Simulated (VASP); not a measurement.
# CuOF (P-6m2) in VASP: a series of runs

Runs on CuOF. Level: PBE. Tasks: single point.

Program: VASP 6.6.1. These are calculated values, not measurements. Logs are shortened: lines on timing, memory, paths and dates and some standing lists are left out, and cuts for length are marked.

## 1. The cell of the first run

The structure is hexagonal, space group P-6m2 (No. 187). The conventional cell has a = 3.230 Å, b = 3.230 Å, c = 3.694 Å, α = 90.00°, β = 90.00°, γ = 120.00°. Within 2.5 Å of Cu (site symmetry -6m2) lie 3 O at 1.87 Å. Within 2.5 Å of O (site symmetry -6m2) lie 3 Cu at 1.87 Å. F (site symmetry -6m2) has 6 Cu at 2.62 Å and 6 O at 2.62 Å and 6 F at 3.23 Å within 3.5 Å.

## 2. Single point, PBE, collinear spin, ferromagnetic start

INCAR reads:

```
ALGO = Normal ; EDIFF = 1E-7
ENCUT = 520 ; GGA = PE
ISIF = 2 ; ISMEAR = 0
ISPIN = 2 ; LASPH = True
LCHARG = True ; LELF = True
LMAXMIX = 4 ; LORBIT = 11
LREAL = False ; LVHAR = True
LWAVE = False ; MAGMOM = 0.54 0.66 0.3
NBANDS = 23 ; NELM = 150
PREC = Accurate ; SIGMA = 0.1
```

KPOINTS reads:

```
k-points
0
Gamma
  18 18 12
```

POSCAR reads:

```
CuOF
1.0
    3.2304055969      0.0000000028      0.0000000000
   -1.6152028009      2.7976133100      0.0000000000
    0.0000000000      0.0000000000      3.6935215368
Cu O F
1 1 1
Direct
    0.6666666667      0.3333333333      0.5000000000
    0.3333333333      0.6666666667      0.5000000000
    0.0000000000      0.0000000000      0.0000000000
```

Potentials or basis: VASP PAW PBE potentials, release 64 (Cu, O, F).

On the command line:

```console
$ cat potpaw_PBE.64/Cu/POTCAR potpaw_PBE.64/O/POTCAR potpaw_PBE.64/F/POTCAR > POTCAR
$ mpirun -np 1 vasp_std > vasp.out
```

OUTCAR:

```text
EDIFF = 1E-7
   ENCUT = 520
   GGA = PE
   ISIF = 2
   ISMEAR = 0
   ISPIN = 2
   LASPH = True
   LORBIT = 11
   LREAL = False
   NELM = 150
   PREC = Accurate

 ion  position               nearest neighbor table
   1  0.667  0.333  0.500-   2 1.87   2 1.87   2 1.87
   2  0.333  0.667  0.500-   1 1.87   1 1.87   1 1.87
   3  0.000  0.000  0.000-

  LATTYP: Found a hexagonal cell.
 ALAT       =     3.2304055969
 C/A-ratio  =     1.1433615458

  Lattice vectors:

 A1 = (   3.2304055969,   0.0000000028,   0.0000000000)
 A2 = (  -1.6152028009,   2.7976133100,   0.0000000000)
 A3 = (   0.0000000000,   0.0000000000,   3.6935215368)

Analysis of symmetry for initial positions (statically):
=====================================================================
 Subroutine PRICEL returns:
 Original cell was already a primitive cell.

 Routine SETGRP: Setting up the symmetry group for a
 hexagonal supercell.

 Subroutine GETGRP returns: Found 12 space group operations
 (whereof 12 operations were pure point group operations)
 out of a pool of 24 trial point group operations.

The static configuration has the point symmetry D_3h.

Analysis of symmetry for dynamics (positions and initial velocities):
=====================================================================
 Subroutine PRICEL returns:
 Original cell was already a primitive cell.

 Routine SETGRP: Setting up the symmetry group for a
 hexagonal supercell.

 Subroutine GETGRP returns: Found 12 space group operations
 (whereof 12 operations were pure point group operations)
 out of a pool of 24 trial point group operations.

The dynamic configuration has the point symmetry D_3h.

Analysis of structural, dynamic, and magnetic symmetry:
=====================================================================
 Subroutine PRICEL returns:
 Original cell was already a primitive cell.

 Routine SETGRP: Setting up the symmetry group for a
 hexagonal supercell.

 Subroutine GETGRP returns: Found 12 space group operations
 (whereof 12 operations were pure point group operations)
 out of a pool of 24 trial point group operations.

The overall configuration has the point symmetry D_3h.

 Subroutine INISYM returns: Found 12 space group operations
 (whereof 12 operations are pure point group operations),
 and found     1 'primitive' translations

----------------------------------------------------------------------------------------

                                     Primitive cell

  volume of cell :      33.3799

  direct lattice vectors                    reciprocal lattice vectors
     3.230405597  0.000000003  0.000000000     0.309558651  0.178723771  0.000000000
    -1.615202801  2.797613310  0.000000000    -0.000000000  0.357447541  0.000000000
     0.000000000  0.000000000  3.693521537     0.000000000  0.000000000  0.270744326

  length of vectors
     3.230405597  3.230405597  3.693521537     0.357447541  0.357447541  0.270744326

  position of ions in fractional coordinates (direct lattice)
     0.666666667  0.333333333  0.500000000
     0.333333333  0.666666667  0.500000000
     0.000000000  0.000000000  0.000000000

  ion indices of the primitive-cell ions
   primitive index   ion index
                 1           1
                 2           2
                 3           3

----------------------------------------------------------------------------------------

 KPOINTS: k-points

Automatic generation of k-mesh.
 Grid dimensions read from file:
 generate k-points for:   18   18   12

 Generating k-lattice:

  Cartesian coordinates                     Fractional coordinates (reciprocal lattice)
     0.017197703  0.009929098  0.000000000     0.055555556 -0.000000000  0.000000000
    -0.000000000  0.019858197  0.000000000    -0.000000000  0.055555556  0.000000000
     0.000000000  0.000000000  0.022562027     0.000000000  0.000000000  0.083333333

  Length of vectors
     0.019858197  0.019858197  0.022562027

  Shift w.r.t. Gamma in fractional coordinates (k-lattice)
     0.000000000  0.000000000  0.000000000

 Subroutine IBZKPT returns following result:
 ===========================================

 Found    259 irreducible k-points:

 Following reciprocal coordinates:
            Coordinates               Weight
  0.000000  0.000000  0.000000      1.000000
  0.055556  0.000000  0.000000      6.000000
  0.111111  0.000000  0.000000      6.000000
  0.166667 -0.000000  0.000000      6.000000
  0.222222  0.000000  0.000000      6.000000
  0.277778  0.000000  0.000000      6.000000
[... 16 lines left out ...]
  0.333333  0.111111  0.000000     12.000000
  0.388889  0.111111  0.000000     12.000000
 [... further k-points ...]
   k-points           NKPTS =    259   k-points in BZ     NKDIM =    259   number of bands    NBANDS=     23
   number of dos      NEDOS =    301   number of ions     NIONS =      3
   total plane-waves  NPLWV =  16128
   dimension x,y,z NGX =    24 NGY =   24 NGZ =   28
   dimension x,y,z NGXF=    48 NGYF=   48 NGZF=   56
   ions per type =               1   1   1
   NGX,Y,Z   is equivalent  to a cutoff of  12.35, 12.35, 12.60 a.u.
   NGXF,Y,Z  is equivalent  to a cutoff of  24.70, 24.70, 25.21 a.u.
 SYSTEM =  unknown system
   PREC   = accura    normal or accurate (medium, high low for compatibility)
   ISTART =      0    job   : 0-new  1-cont  2-samecut
   ICHARG =      2    charge: 1-file 2-atom 10-const
   ISPIN  =      2    spin polarized calculation?
   LNONCOLLINEAR =      F non collinear calculations
   LSORBIT =      F    spin-orbit coupling
   LASPH  =      T    aspherical Exc in radial PAW
   ENCUT  =  520.0 eV  38.22 Ry    6.18 a.u.   6.01  6.01  6.87*2*pi/ulx,y,z
   NELM   =    150;   NELMIN=  2; NELMDL= -5     # of ELM steps
   EDIFF  = 0.1E-06   stopping-criterion for ELM
   LREAL  =      F    real-space projection
   EDIFFG = 0.1E-05   stopping-criterion for IOM
   NSW    =      0    number of steps for IOM
   IBRION =     -1    ionic relax: 0-MD 1-quasi-New 2-CG
   NFREE  =      0    steps in history (QN), initial steepest desc. (CG)
   ISIF   =      2    stress and relaxation
   ISYM   =      2    0-nonsym 1-usesym 2-fastsym
   POTIM  = 0.5000    time-step for ionic-motion
   TEBEG  =    0.0;   TEEND  =   0.0 temperature during run
   PSTRESS=    0.0 pullay stress
   NELECT =      24.0000    total number of electrons
   NUPDOWN=      -1.0000    fix difference up-down
   EMIN   =  10.00;   EMAX   =-10.00  energy-range for DOS
   EFERMI =   0.00;   METHOD = LEGACY
   ISMEAR =     0;   SIGMA  =   0.10  broadening in eV -4-tet -1-fermi 0-gaus
   EFERMI_NEDOS =   21; number of points for ismear=-14 and -15
   IALGO  =     38    algorithm
   IMIX   =      4    mixing-type and parameters
     AMIX     =   0.40;   BMIX     =  1.00
     AMIX_MAG =   1.60;   BMIX_MAG =  1.00
  volume/ion in A,a.u.               =      11.13        75.09
  Fermi-wavevector in a.u.,A,eV,Ry     =   1.466617  2.771505 29.265671  2.150966
  Thomas-Fermi vector in A             =   2.582333
   LORBIT       =     11    0 simple, 1 ext, 2 COOP (PROOUT), +10 PAW based schemes
   GGA     = PE    functional components
   LHFCALC =     F    Hartree Fock is set to
   AEXX    =    0.0000 exact exchange contribution
   IVDW    =     0    specifies the selected vdW correction
   LEPSILON=     F    determine dielectric tensor
   LRPA    =     F    only Hartree local field effects (RPA)
 spin polarized calculation
 Gauss-broadening in eV      SIGMA  =   0.10
  energy-cutoff  :      520.00
  volume of cell :       33.38
 maximum number of plane-waves:       930
   NGX = 13   NGY = 13   NGZ = 13

 number of electron      24.0000029 magnetization       1.4537769

 Free energy of the ion-electron system (eV)
  ---------------------------------------------------
  ext. energy  EPLUGINS =         0.00000000
  ---------------------------------------------------
  free energy    TOTEN  =       -11.75853401 eV

  energy without entropy =      -11.74399604  energy(sigma->0) =      -11.75126502

 E-fermi :   1.4085     XC(G=0): -10.7332

 val. band max:        1.4063229347   @ k =   0.1111   0.1111   0.4167
 cond. band min:       1.4112368718   @ k =   0.1111   0.0556   0.1667
 fundamental gap:      0.0049139371
 Fermi energy:         1.4084846096

 spin component 1

 k-point     1 :       0.0000    0.0000    0.0000
  band No.  band energies     occupation
      1     -19.4353      1.00000
      2     -17.0625      1.00000
      3      -4.3398      1.00000
      4      -4.3398      1.00000
      5      -2.8077      1.00000
      6      -0.8151      1.00000
[... 15 lines left out ...]
     22      25.5424      0.00000
     23      25.5424      0.00000
[... 575 lines left out ...]
      1     -19.0632      1.00000
      2     -16.9805      1.00000
      3      -4.2885      1.00000
      4      -3.3598      1.00000
      5      -2.8443      1.00000
      6      -1.6772      1.00000
[... 15 lines left out ...]
     22      25.7280      0.00000
     23      28.2767      0.00000

 [... further k-points ...]

 spin component 2

 k-point     1 :       0.0000    0.0000    0.0000
  band No.  band energies     occupation
      1     -18.9150      1.00000
      2     -16.0373      1.00000
      3      -3.7679      1.00000
      4      -3.7679      1.00000
      5      -1.8068      1.00000
      6      -0.2686      1.00000
[... 15 lines left out ...]
     22      25.7080      0.00000
     23      25.7080      0.00000
[... 575 lines left out ...]
      1     -18.5687      1.00000
      2     -15.8806      1.00000
      3      -3.7777      1.00000
      4      -2.7620      1.00000
      5      -1.9121      1.00000
      6      -1.2773      1.00000
[... 15 lines left out ...]
     22      25.8394      0.00000
     23      28.4798      0.00000

 [... further k-points ...]
[... 5 lines left out ...]
  --------------------------------------------------------------------------------------
  -------------------------------------------------------------------------------------
  Total        0.2075227      0.2075227     -0.0678546     -0.0000000      0.0000000      0.0000000
  in kB        9.9607222      9.9607222     -3.2568986     -0.0000000      0.0000000      0.0000000
  external PRESSURE =       5.5548486 kB  Pullay stress =       0.0000000 kB

 VOLUME and BASIS-vectors are now :
 -----------------------------------------------------------------------------
  energy-cutoff  :      520.00
  volume of cell :       33.38
      direct lattice vectors                 reciprocal lattice vectors
     3.230405597  0.000000003  0.000000000     0.309558651  0.178723771  0.000000000
    -1.615202801  2.797613310  0.000000000    -0.000000000  0.357447541  0.000000000
     0.000000000  0.000000000  3.693521537     0.000000000  0.000000000  0.270744326

 POSITION                                       TOTAL-FORCE (eV/Angst)
 -----------------------------------------------------------------------------------
      1.61520      0.93254      1.84676         0.000000      0.000000      0.000000
     -0.00000      1.86508      1.84676        -0.000000     -0.000000      0.000000
      0.00000      0.00000      0.00000         0.000000     -0.000000      0.000000
 -----------------------------------------------------------------------------------
    total drift:                               -0.000008      0.000005      0.000000

  FREE ENERGIE OF THE ION-ELECTRON SYSTEM (eV)
  ---------------------------------------------------
  free  energy   TOTEN  =       -11.7585340060 eV

  energy  without entropy=      -11.7439960428  energy(sigma->0) =      -11.75126502

 total charge

# of ion       s       p       d       tot
------------------------------------------
    1        0.359   0.379   9.021   9.759
    2        1.589   3.297   0.000   4.886
    3        1.747   4.244   0.000   5.991
--------------------------------------------------
tot          3.696   7.920   9.021  20.637

 magnetization (x)

# of ion       s       p       d       tot
------------------------------------------
    1       -0.002   0.007   0.482   0.487
    2        0.009   0.590   0.000   0.599
    3        0.001   0.260   0.000   0.261
--------------------------------------------------
tot          0.008   0.857   0.482   1.347
```

Wall time 3.6 min (1 thread of Intel Xeon Platinum 8488C (Sapphire Rapids), shared host); peak memory 0.39 GiB.

Results:

```yaml
Free_energy: -11.7585 eV
Pressure: 0.6 GPa
Net_moment: 1.45 μB per cell
Site_moments: Cu +0.49; O +0.60; F +0.26 μB
Valence_electrons_inside_the_program's_atomic_spheres: Cu 9.76; O 4.89; F 5.99
```

Stress tensor (GPa, compression positive):
```
 1.00  0.00  0.00
 0.00  1.00  0.00
 0.00  0.00 -0.33
```

Caveat: a cell with one magnetic atom can't hold antiferromagnetic order, which such compounds often take; semilocal functionals often make such compounds metallic where correlation or magnetic order opens a gap, which also shifts bond lengths. With open d or f shells a metallic result of PBE can be an artefact of self-interaction; +U or a hybrid may open a gap.

## 3. Single point, PBE, collinear spin, ferromagnetic start

INCAR reads:

```
PREC = Accurate
ENCUT = 520
EDIFF = 1E-6
ISMEAR = 0
SIGMA = 0.1
LREAL = F
LASPH = T
NELM = 150
ALGO = Normal
ISIF = 2
LWAVE = F
LCHARG = F
ISPIN = 2
MAGMOM = 0.76 0.9 0.31
LORBIT = 11
LMAXMIX = 4
GGA = PE
NBANDS = 23
```

KPOINTS reads:

```
Automatic mesh
0
Gamma
  18 18 14
```

POSCAR is that of step 2.

Potentials or basis: VASP PAW PBE potentials, release 64 (Cu, O, F).

On the command line:

```console
$ cat potpaw_PBE.64/Cu/POTCAR potpaw_PBE.64/O/POTCAR potpaw_PBE.64/F/POTCAR > POTCAR
$ mpirun -np 1 vasp_std > vasp.out
```

Wall time 3.9 min (1 thread of Intel Xeon Platinum 8488C (Sapphire Rapids), shared host); peak memory 0.43 GiB.

Results (log left out):

```yaml
Free_energy: -11.7585 eV
Pressure: 0.6 GPa
Net_moment: 1.45 μB per cell
Site_moments: Cu +0.49; O +0.60; F +0.26 μB
Valence_electrons_inside_the_program's_atomic_spheres: Cu 9.76; O 4.89; F 5.99
```

Stress tensor (GPa, compression positive):
```
 1.00  0.00  0.00
 0.00  1.00  0.00
 0.00  0.00 -0.33
```

Levels at points of the mesh, in eV from the Fermi level:
Spin up:
```csv
k point,band 11,band 12,band 13,band 14,band 15,band 16
"(0.00, 0.00, 0.00)",-0.87,0.58,0.58,4.18,12.37,13.82
"(0.50, 0.00, 0.00)",-0.89,-0.81,-0.62,8.56,10.60,12.19
"(0.00, 0.00, 0.50)",-1.25,0.60,0.60,6.87,8.13,15.22
"(0.50, 0.00, 0.50)",-1.15,-0.85,-0.75,9.14,9.16,12.43
```
Spin down:
```csv
k point,band 7,band 8,band 9,band 10,band 11,band 12,band 13,band 14,band 15,band 16
"(0.00, 0.00, 0.00)",-1.67,-1.67,-0.90,-0.90,0.31,1.31,1.31,4.47,12.49,14.25
"(0.50, 0.00, 0.00)",-1.91,-1.74,-1.64,-1.07,-0.36,0.01,0.35,8.86,10.90,12.31
"(0.00, 0.00, 0.50)",-1.90,-1.90,-1.27,-0.73,-0.73,1.33,1.33,7.22,8.63,15.31
"(0.50, 0.00, 0.50)",-2.26,-1.59,-1.19,-0.66,-0.61,-0.35,0.63,9.25,9.45,12.76
```

Caveat: a cell with one magnetic atom can't hold antiferromagnetic order, which such compounds often take; semilocal functionals often make such compounds metallic where correlation or magnetic order opens a gap, which also shifts bond lengths. With open d or f shells a metallic result of PBE can be an artefact of self-interaction; +U or a hybrid may open a gap.
